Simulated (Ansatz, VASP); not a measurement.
## Ga4Sb3As: VASP beside Ansatz

```
CELL_PARAMETERS angstrom
6.09940 0.00000 0.00000
0.00000 6.09940 0.00000
0.00000 0.00000 6.09940
ATOMIC_POSITIONS crystal
Ga 0.25880 0.74120 0.25880
Ga 0.25880 0.25880 0.74120
Ga 0.74120 0.74120 0.74120
Ga 0.74120 0.25880 0.25880
Sb 0.50000 0.00000 0.00000
Sb 0.00000 0.00000 0.50000
Sb 0.00000 0.50000 0.00000
As 0.50000 0.50000 0.50000
```

Alike in both runs: functional PBE; k mesh 6 × 6 × 6; occupations gaussian, width 0.1 eV; no spin polarisation.

Ansatz relaxed the structure, and its values are those at the end. VASP's run is a single point on that final structure, the one shown.

```csv
,VASP,Ansatz
version,VASP 6.6.1,Ansatz 0.2.0
potentials or method,"VASP PAW PBE potentials, release 64 (Ga_d, Sb, As), cutoff 520 eV","scalar-relativistic, plane waves, PAW"
valence electrons in the cell,72,112
```

```tsv
	VASP	Ansatz	Ansatz less VASP
gap on the k mesh at the Fermi level (eV)	none	none	-
pressure (GPa)	0.1	0.0	-0.08
```

A gap of «none» marks a metal or a gap that the smearing closes. VASP's potentials hold 72 valence electrons a cell and Ansatz's 112, so a difference there can come from the potentials and not from the codes.

Spin-orbit coupling is off throughout.
